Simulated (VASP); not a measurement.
Wanted: the native input for a VASP 6.6.1 run.

```yaml
Task: single point
Functional: PBEsol
Potentials_or_basis: VASP PAW PBE potentials, release 64 (Tl_d)
Cutoff: 520 eV
k_mesh: 13 × 13 × 13
Occupations: fermi-dirac, width 0.1 eV
Spin: no spin polarisation
Dipole_correction: no
Further_INCAR_settings: ALGO = Normal; EDIFF = 1e-06; NBANDS = 12
```

The structure of Tl lies in POSCAR:

```
Tl
1.0
    0.0000000000      2.3897638543      2.3897638543
    2.3897638543      0.0000000000      2.3897638543
    2.3897638543      2.3897638543      0.0000000000
Tl
1
Direct
    0.0000000000      0.0000000000      0.0000000000
```

This isn't the form of Tl at room conditions, which is hcp.

The input as run:

INCAR

```
SYSTEM = Tl
ALGO     = Normal         ! electronic algorithm
EDIFF    = 1E-6           ! SCF threshold, eV
ENCUT    = 520            ! plane-wave cutoff, eV
GGA      = PS             ! functional
ISIF     = 2              ! what is computed and relaxed
ISMEAR   = -1             ! smearing method
LASPH    = .TRUE.         ! aspherical terms in the spheres
LCHARG   = .TRUE.         ! write CHGCAR
LELF     = .TRUE.         ! ELF
LREAL    = .FALSE.        ! projectors in reciprocal space
LVHAR    = .TRUE.       
LWAVE    = .FALSE.        ! write WAVECAR
NBANDS   = 12             ! bands
NELM     = 60             ! most SCF steps
PREC     = Accurate       ! precision mode
SIGMA    = 0.1            ! smearing width, eV
```

KPOINTS

```
k-points
0
G
  13 13 13
  0 0 0
```

Potentials or basis: VASP PAW PBE potentials, release 64 (Tl_d).

Run with:

```console
$ cat potpaw_PBE.64/Tl_d/POTCAR > POTCAR
$ mpirun -np 1 vasp_std > vasp.out
```

Results of the run:

```
Pressure               : 1.6 GPa
Band gap on the k mesh : zero (an odd number of electrons rules out a gap without spin polarisation)
```

Caveat: the PAW data sets were made with another functional, which shifts forces and pressure a little; spin-orbit coupling is left out, which moves the levels of the heavy elements.

Run time: 43 s on 1 thread of Intel Xeon 8259CL, with other jobs on the host, peak memory 0.17 GiB.
